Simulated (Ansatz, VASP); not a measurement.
W in VASP and in Ansatz

```
W
1.0
     0.00000    2.00906    2.00906
     2.00906    0.00000    2.00906
     2.00906    2.00906    0.00000
W
1
Direct
  0.00000 0.00000 0.00000
```

Alike in both runs: functional r2SCAN; k mesh 14 × 14 × 14; occupations fermi-dirac, width 0.1 eV; no spin polarisation.

Ansatz relaxed the structure, and its values are those at the end. VASP's run is a single point on that final structure, the one shown.

```csv
,VASP,Ansatz
version,VASP 6.6.1,Ansatz 0.2.0
potentials or method,"VASP PAW PBE potentials, release 64 (W_sv), cutoff 520 eV","plane waves (500 eV) with PAW, scalar-relativistic"
valence electrons in the cell,14,14
```

Ansatz gave:

```
pressure (GPa) : 0.0
```

Q: What did VASP give for the same quantities?

A: Pressure (GPa): 1.2.

VASP's potentials were made for PBE, not for r2SCAN. The functional is the same, so the differences come from potentials, cutoffs and numerics.

Neither program's run includes spin-orbit coupling.
